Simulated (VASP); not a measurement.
Here is a VASP 6.6.1 calculation.

File POSCAR:

```
BN
1.0
    2.5439665232      0.0000000000      0.0476993723
   -1.2719832616      2.2031396355     -0.0238496862
    0.0788952175      0.0000000000      4.2077449317
B N
2 2
Direct
    0.6666666667      0.3333333333      0.9997995909
    0.3333333333      0.6666666667      0.4997995909
    0.6666666667      0.3333333333      0.6252004091
    0.3333333333      0.6666666667      0.1252004091
```

Contents of INCAR.step1:

```
PREC = Accurate ; ENCUT = 520
ISMEAR = 0 ; SIGMA = 0.05
LREAL = F ; LASPH = T
NELM = 60 ; NBANDS = 16
GGA = PE ; ALGO = Normal
EDIFF = 1E-4 ; LWAVE = T
LCHARG = F
```

Contents of INCAR.step2:

```
PREC = Accurate ; ENCUT = 520
EDIFF = 1E-6 ; ISMEAR = 0
SIGMA = 0.05 ; LREAL = F
LASPH = T ; NELM = 60
ALGO = Normal ; ISIF = 2
LWAVE = F ; LCHARG = F
METAGGA = R2SCAN ; LMIXTAU = T
NBANDS = 16 ; ISTART = 1
```

File KPOINTS:

```
Automatic mesh
0
Gamma
  12 12 6
```

Potentials or basis: VASP PAW PBE potentials, release 64 (B, N).

Command:

```sh
$ cat potpaw_PBE.64/B/POTCAR potpaw_PBE.64/N/POTCAR > POTCAR
$ cp INCAR.step1 INCAR
$ mpirun -np 1 vasp_std > vasp.out
$ cp INCAR.step2 INCAR
$ mpirun -np 1 vasp_std > vasp.out
```

(1) What does it give for the band gap on the k mesh?

(2) Predict the pressure.

(3) Predict the largest force.

Answers

(1) 5.66 eV (least direct gap 8.90 eV).

(2) 1.4 GPa.

(3) 0.089 eV/Å.

Caveat: the cell differs from its parent crystal (strain +0.0375 x Voigt [0, 0, 0, 0, 1, 0]); the PAW data sets were made with another functional, which shifts forces and pressure a little.
